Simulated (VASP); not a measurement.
# Te (R-3m) in VASP: a series of runs

The runs below take Te through single point, with PBEsol.

Everything below comes from runs of VASP 6.6.1. Logs are shortened: lines on timing, memory, paths and dates and some standing lists are left out, and cuts for length are marked.

## Step 1: The cell of the first run

It takes space group R-3m (No. 166, trigonal). The conventional cell has a = 4.342 Å, b = 4.342 Å, c = 5.424 Å, α = 90.00°, β = 90.00°, γ = 120.00°. Te (site symmetry -3m) has 6 Te at 3.09 Å within 4.1 Å.

## Step 2: Single point, PBEsol (29.51 Å³/atom)

File INCAR:

```
PREC = Accurate ; ENCUT = 520
EDIFF = 1E-6 ; ISMEAR = 0
SIGMA = 0.15 ; LREAL = False
LASPH = True ; NELM = 100
ALGO = Normal ; ISIF = 2
LWAVE = False ; LCHARG = True
GGA = PS ; LELF = True
LVHAR = True ; NBANDS = 9
```

File KPOINTS:

```
Automatic mesh
0
Gamma
  15 15 15
```

File POSCAR:

```
Te
1.0
    2.1708621395      1.2533478406      1.8078939897
   -2.1708621395      1.2533478406      1.8078939897
    0.0000000000     -2.5066956811      1.8078939898
Te
1
Direct
    0.5000000000      0.5000000000      0.5000000000
```

Potentials or basis: VASP PAW PBE potentials, release 64 (Te).

On the command line:

```sh
$ cat potpaw_PBE.64/Te/POTCAR > POTCAR
$ mpirun -np 1 vasp_std > vasp.out
```

OUTCAR:

```text
PREC = Accurate
   ENCUT = 520
   EDIFF = 1E-6
   ISMEAR = 0
   LREAL = False
   LASPH = True
   NELM = 100
   ISIF = 2
   GGA = PS

 ion  position               nearest neighbor table
   1  0.500  0.500  0.500-

  LATTYP: Found a trigonal (rhomboedric) cell.
 ALAT       =     3.0906316371
 COS(alpha) =     0.0132662277

  Lattice vectors:

 A1 = (   2.1708621395,   1.2533478406,   1.8078939897)
 A2 = (  -2.1708621395,   1.2533478406,   1.8078939897)
 A3 = (   0.0000000000,  -2.5066956811,   1.8078939898)

Analysis of symmetry for initial positions (statically):
=====================================================================
 Subroutine PRICEL returns:
 Original cell was already a primitive cell.

 Routine SETGRP: Setting up the symmetry group for a
 trigonal (rhombohedral) supercell.

 Subroutine GETGRP returns: Found 12 space group operations
 (whereof 12 operations were pure point group operations)
 out of a pool of 12 trial point group operations.

The static configuration has the point symmetry D_3d.

Analysis of symmetry for dynamics (positions and initial velocities):
=====================================================================
 Subroutine PRICEL returns:
 Original cell was already a primitive cell.

 Routine SETGRP: Setting up the symmetry group for a
 trigonal (rhombohedral) supercell.

 Subroutine GETGRP returns: Found 12 space group operations
 (whereof 12 operations were pure point group operations)
 out of a pool of 12 trial point group operations.

The dynamic configuration has the point symmetry D_3d.

 Subroutine INISYM returns: Found 12 space group operations
 (whereof 12 operations are pure point group operations),
 and found     1 'primitive' translations

----------------------------------------------------------------------------------------

                                     Primitive cell

  volume of cell :      29.5140

  direct lattice vectors                    reciprocal lattice vectors
     2.170862140  1.253347841  1.807893990     0.230323239  0.132977184  0.184376592
    -2.170862140  1.253347841  1.807893990    -0.230323239  0.132977184  0.184376592
     0.000000000 -2.506695681  1.807893990     0.000000000 -0.265954368  0.184376592

  length of vectors
     3.090631637  3.090631637  3.090631637     0.323614669  0.323614669  0.323614669

  position of ions in fractional coordinates (direct lattice)
     0.500000000  0.500000000  0.500000000

  ion indices of the primitive-cell ions
   primitive index   ion index
                 1           1

----------------------------------------------------------------------------------------

 KPOINTS: Automatic mesh

Automatic generation of k-mesh.
 Grid dimensions read from file:
 generate k-points for:   15   15   15

 Generating k-lattice:

  Cartesian coordinates                     Fractional coordinates (reciprocal lattice)
     0.015354883  0.008865146  0.012291773     0.066666667  0.000000000  0.000000000
    -0.015354883  0.008865146  0.012291773     0.000000000  0.066666667  0.000000000
     0.000000000 -0.017730291  0.012291773     0.000000000  0.000000000  0.066666667

  Length of vectors
     0.021574311  0.021574311  0.021574311

  Shift w.r.t. Gamma in fractional coordinates (k-lattice)
     0.000000000  0.000000000  0.000000000

 Subroutine IBZKPT returns following result:
 ===========================================

 Found    344 irreducible k-points:

 Following reciprocal coordinates:
            Coordinates               Weight
  0.000000  0.000000  0.000000      1.000000
  0.066667 -0.000000  0.000000      6.000000
  0.133333 -0.000000  0.000000      6.000000
  0.200000 -0.000000  0.000000      6.000000
  0.266667 -0.000000  0.000000      6.000000
  0.333333 -0.000000  0.000000      6.000000
[... 16 lines left out ...]
  0.133333  0.133333  0.000000      6.000000
  0.200000  0.133333  0.000000     12.000000
 [... further k-points ...]
   k-points           NKPTS =    344   k-points in BZ     NKDIM =    344   number of bands    NBANDS=      9
   number of dos      NEDOS =    301   number of ions     NIONS =      1
   total plane-waves  NPLWV =  13824
   dimension x,y,z NGX =    24 NGY =   24 NGZ =   24
   dimension x,y,z NGXF=    48 NGYF=   48 NGZF=   48
   ions per type =               1
   NGX,Y,Z   is equivalent  to a cutoff of  12.91, 12.91, 12.91 a.u.
   NGXF,Y,Z  is equivalent  to a cutoff of  25.82, 25.82, 25.82 a.u.
 SYSTEM =  unknown system
   PREC   = accura    normal or accurate (medium, high low for compatibility)
   ISTART =      0    job   : 0-new  1-cont  2-samecut
   ICHARG =      2    charge: 1-file 2-atom 10-const
   ISPIN  =      1    spin polarized calculation?
   LNONCOLLINEAR =      F non collinear calculations
   LSORBIT =      F    spin-orbit coupling
   LASPH  =      T    aspherical Exc in radial PAW
   ENCUT  =  520.0 eV  38.22 Ry    6.18 a.u.   5.75  5.75  5.75*2*pi/ulx,y,z
   NELM   =    100;   NELMIN=  2; NELMDL= -5     # of ELM steps
   EDIFF  = 0.1E-05   stopping-criterion for ELM
   LREAL  =      F    real-space projection
   EDIFFG = 0.1E-04   stopping-criterion for IOM
   NSW    =      0    number of steps for IOM
   IBRION =     -1    ionic relax: 0-MD 1-quasi-New 2-CG
   NFREE  =      0    steps in history (QN), initial steepest desc. (CG)
   ISIF   =      2    stress and relaxation
   ISYM   =      2    0-nonsym 1-usesym 2-fastsym
   POTIM  = 0.5000    time-step for ionic-motion
   TEBEG  =    0.0;   TEEND  =   0.0 temperature during run
   PSTRESS=    0.0 pullay stress
   NELECT =       6.0000    total number of electrons
   NUPDOWN=      -1.0000    fix difference up-down
   EMIN   =  10.00;   EMAX   =-10.00  energy-range for DOS
   EFERMI =   0.00;   METHOD = LEGACY
   ISMEAR =     0;   SIGMA  =   0.15  broadening in eV -4-tet -1-fermi 0-gaus
   EFERMI_NEDOS =   21; number of points for ismear=-14 and -15
   IALGO  =     38    algorithm
   IMIX   =      4    mixing-type and parameters
     AMIX     =   0.40;   BMIX     =  1.00
     AMIX_MAG =   1.60;   BMIX_MAG =  1.00
  volume/ion in A,a.u.               =      29.51       199.17
  Fermi-wavevector in a.u.,A,eV,Ry     =   0.962607  1.819064 12.607337  0.926613
  Thomas-Fermi vector in A             =   2.092081
   LORBIT       =      0    0 simple, 1 ext, 2 COOP (PROOUT), +10 PAW based schemes
   GGA     = PS    functional components
   LHFCALC =     F    Hartree Fock is set to
   AEXX    =    0.0000 exact exchange contribution
   IVDW    =     0    specifies the selected vdW correction
   LEPSILON=     F    determine dielectric tensor
   LRPA    =     F    only Hartree local field effects (RPA)
 non-spin polarized calculation
 Gauss-broadening in eV      SIGMA  =   0.15
  energy-cutoff  :      520.00
  volume of cell :       29.51
 maximum number of plane-waves:       810
   NGX = 11   NGY = 11   NGZ = 11

 number of electron       6.0000000 magnetization

 Free energy of the ion-electron system (eV)
  ---------------------------------------------------
  ext. energy  EPLUGINS =         0.00000000
  ---------------------------------------------------
  free energy    TOTEN  =        -3.49463442 eV

  energy without entropy =       -3.48956371  energy(sigma->0) =       -3.49209906

 E-fermi :   7.7018     XC(G=0):  -9.8724

 val. band max:        7.6852455922   @ k =   0.4000   0.2000   0.2000
 cond. band min:       7.7175392086   @ k =   0.2667   0.1333   0.0000
 fundamental gap:      0.0322936163
 Fermi energy:         7.7017751162

 k-point     1 :       0.0000    0.0000    0.0000
  band No.  band energies     occupation
      1      -6.7549      2.00000
      2       8.9737      0.00000
      3       8.9737      0.00000
      4       9.0648      0.00000
      5      13.6217      0.00000
      6      13.6217      0.00000
      7      14.4498      0.00000
      8      25.8572      0.00000
      9      25.8825      0.00000

 k-point     2 :       0.0667   -0.0000    0.0000
  band No.  band energies     occupation
      1      -6.6953      2.00000
      2       8.2756      0.00000
      3       9.0288      0.00000
      4       9.0914      0.00000
      5      13.6742      0.00000
      6      14.0377      0.00000
      7      14.9262      0.00000
      8      24.5923      0.00000
      9      24.6682      0.00000

 k-point     3 :       0.1333   -0.0000    0.0000
  band No.  band energies     occupation
      1      -6.5186      2.00000
      2       6.8211      2.00000
      3       9.1899      0.00000
      4       9.2511      0.00000
      5      13.8304      0.00000
      6      14.3570      0.00000
      7      16.5523      0.00000
      8      23.1615      0.00000
      9      23.2364      0.00000

 k-point     4 :       0.2000   -0.0000    0.0000
  band No.  band energies     occupation
      1      -6.2331      2.00000
      2       5.2613      2.00000
      3       9.4432      0.00000
      4       9.5043      0.00000
      5      14.0861      0.00000
      6      14.6803      0.00000
      7      18.5531      0.00000
      8      21.8213      0.00000
      9      21.8963      0.00000
[... 205 lines left out ...]
 k-point    22 :      -0.0667    0.0667    0.0000
  band No.  band energies     occupation
      1      -6.6344      2.00000
      2       8.3105      0.00000
      3       8.3281      0.00000
      4       9.1175      0.00000
      5      13.8906      0.00000
      6      14.5573      0.00000
      7      15.1643      0.00000
      8      23.8243      0.00000
      9      24.6498      0.00000

 k-point    23 :       0.1333    0.1333    0.0000
  band No.  band energies     occupation
      1      -6.2867      2.00000
      2       6.9823      2.00000
      3       7.1762      2.00000
      4       9.4325      0.00000
      5      14.2903      0.00000
      6      16.4508      0.00000
      7      16.7779      0.00000
      8      20.4768      0.00000
      9      23.4079      0.00000

 k-point    24 :       0.2000    0.1333    0.0000
  band No.  band energies     occupation
      1      -6.0029      2.00000
      2       5.5140      2.00000
      3       7.3665      1.99843
      4       9.6838      0.00000
      5      14.5656      0.00000
      6      16.6970      0.00000
      7      18.1347      0.00000
      8      19.7337      0.00000
      9      22.0948      0.00000

 [... further k-points ...]

------------------------ aborting loop because EDIFF is reached ----------------------------------------

  FORCE on cell =-STRESS in cart. coord.  units (eV):
  Direction    XX          YY          ZZ          XY          YZ          ZX
  --------------------------------------------------------------------------------------
  -------------------------------------------------------------------------------------
  Total        0.6822696      0.6822696      0.7205697      0.0000000     -0.0000000      0.0000000
  in kB       37.0372318     37.0372318     39.1163689      0.0000000     -0.0000000      0.0000000
  external PRESSURE =      37.7302775 kB  Pullay stress =       0.0000000 kB

 VOLUME and BASIS-vectors are now :
 -----------------------------------------------------------------------------
  energy-cutoff  :      520.00
  volume of cell :       29.51
      direct lattice vectors                 reciprocal lattice vectors
     2.170862140  1.253347841  1.807893990     0.230323239  0.132977184  0.184376592
    -2.170862140  1.253347841  1.807893990    -0.230323239  0.132977184  0.184376592
     0.000000000 -2.506695681  1.807893990     0.000000000 -0.265954368  0.184376592

 POSITION                                       TOTAL-FORCE (eV/Angst)
 -----------------------------------------------------------------------------------
      0.00000      0.00000      2.71184         0.000000     -0.000000     -0.000000
 -----------------------------------------------------------------------------------
    total drift:                                0.000000      0.000000     -0.000000

  FREE ENERGIE OF THE ION-ELECTRON SYSTEM (eV)
  ---------------------------------------------------
  free  energy   TOTEN  =        -3.4946344189 eV

  energy  without entropy=       -3.4895637084  energy(sigma->0) =       -3.49209906
```

It took 48 s on 1 thread of Intel Xeon 8259CL, shared host; peak memory 0.21 GiB.

What came out:

| Item | Value |
| --- | --- |
| Free energy | -3.4946 eV |
| Pressure | 3.8 GPa |
| Band gap on the k mesh | zero (bands 3 and 4 overlap by 6.14 eV) |

Caveat: the cell stands under pressure; the PAW data sets were made with another functional, which shifts forces and pressure a little; spin-orbit coupling is left out, which moves the levels of the heavy elements.

## Step 3: Single point, PBEsol (29.51 Å³/atom)

File INCAR:

```
SYSTEM = Te
ALGO = Normal ; EDIFF = 1E-7
ENCUT = 520 ; GGA = PS
ISIF = 2 ; ISMEAR = 0
LASPH = .True. ; LCHARG = .False.
LREAL = .False. ; LWAVE = .False.
NBANDS = 9 ; NELM = 80
PREC = Accurate ; SIGMA = 0.15
```

File KPOINTS:

```
k-points
0
Gamma
  15 15 15
  0 0 0
```

File POSCAR:

```
Te
1.0
    2.2098617304      1.2758642649      1.7446457141
   -2.2098617304      1.2758642649      1.7446457141
    0.0000000000     -2.5517285298      1.7446457142
Te
1
Direct
    0.5000000000      0.5000000000      0.5000000000
```

Potentials or basis: VASP PAW PBE potentials, release 64 (Te).

On the command line:

```sh
$ cat potpaw_PBE.64/Te/POTCAR > POTCAR
$ mpirun -np 1 vasp_std > vasp.out
```

Run time: 30 s. Hardware: 1 thread of AMD EPYC 9R45 (Zen 5), shared host; peak memory 0.18 GiB.

Results (log left out):

```
Free energy            : -3.4950 eV
Pressure               : 3.7 GPa
Band gap on the k mesh : zero (bands 3 and 4 overlap by 5.95 eV)
```

Stress tensor (GPa, compression positive):
```
3.81 0.00 0.00
0.00 3.81 0.00
0.00 0.00 3.58
```

Levels at points of the mesh, in eV from the Fermi level:
```csv
k point,band 1,band 2,band 3,band 4,band 5,band 6
"(0.00, 0.00, 0.00)",-14.45,1.21,1.36,1.36,5.93,5.93
```

Caveat: the cell stands under pressure; the PAW data sets were made with another functional, which shifts forces and pressure a little; spin-orbit coupling is left out, which moves the levels of the heavy elements.

[end of part 1 of 2]
